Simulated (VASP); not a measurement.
Runs of VASP 6.6.1 on As. The structure is that of space group Pm-3m (No. 221), or close to it. The cells are those of the table. 

| task | level | potentials or basis | cell | k mesh | cutoff (eV) | smearing | ions in elastic constants | grid for exact exchange (PRECFOCK) | share of exact exchange | gap on the mesh (eV) | pressure (GPa) |
| --- | --- | --- | --- | --- | --- | --- | --- | --- | --- | --- | --- |
| single point | PBEsol | VASP PAW PBE potentials, release 64 (As) | a = 2.704 Å, 1 atom | 6 × 6 × 6 | 520 | fermi-dirac 0.05 eV | - | - | - | none | -0.7 |
| single point | PBEsol | VASP PAW PBE potentials, release 64 (As) | a = 2.677, b = 2.677, c = 2.704 Å, 1 atom | 8 × 8 × 8 | 520 | fermi-dirac 0.05 eV | - | - | - | none | 1.7 |
| single point | LDA | VASP PAW LDA potentials, release 64 (As) | a = 2.704 Å, 1 atom | 10 × 10 × 10 | 520 | fermi-dirac 0.05 eV | - | - | - | none | -2.9 |
| relaxation of cell and atoms | PBEsol | VASP PAW PBE potentials, release 64 (As) | relaxed to 10 GPa from a = 2.704 Å, 1 atom | 10 × 10 × 10 | 600 | fermi-dirac 0.05 eV | - | - | - | none | 10.0 |
| single point | PBE0 | VASP PAW PBE potentials, release 64 (As) | a = 2.667 Å, 1 atom | 6 × 6 × 6 | 520 | fermi-dirac 0.05 eV | - | Normal | - | none | (b) |
| single point | PBE | VASP PAW PBE potentials, release 64 (As) | a = 2.704 Å, 1 atom | 10 × 10 × 10 | 520 | gaussian 0.026 eV | - | - | - | none | 2.5 |
| single point | r2SCAN-based global hybrid | VASP PAW PBE potentials, release 64 (As) | a = 2.704 Å, 1 atom | 6 × 6 × 6 | 520 | fermi-dirac 0.05 eV | - | Normal | 0.15 | none | (a) |
| single point | PBE | VASP PAW PBE potentials, release 64 (As) | a = 2.704 Å, 1 atom | 10 × 10 × 10 | 520 | gaussian 0.015 eV | - | - | - | none | 2.5 |
| single point | PBE0 | VASP PAW PBE potentials, release 64 (As) | a = 2.739 Å, 1 atom | 6 × 6 × 6 | 520 | fermi-dirac 0.05 eV | - | Normal | - | none | -1.4 |
| relaxation of cell and atoms | revPBE+D4 | VASP PAW PBE potentials, release 64 (As) | relaxed from a = 2.704 Å, 1 atom | 10 × 10 × 10 | 600 | fermi-dirac 0.05 eV | - | - | - | none | 0.0 |

Alike in all rows: no spin polarisation.

**Question.** Fill in the values left out.

**Answer.** (a) -1.9; (b) 1.8.

Caveats: some runs use coarse meshes; the PAW data sets were made with another functional, which shifts forces and pressure a little (some runs); the cell is relaxed towards a set pressure, so the enthalpy falls and the energy may rise (some runs); pairwise dispersion overbinds metals, which lowers pressure and volume (some runs).

A k mesh can miss the band edges, and the runs leave out spin-orbit coupling on As.

A gap of «none» marks levels without a gap at the run's occupations.
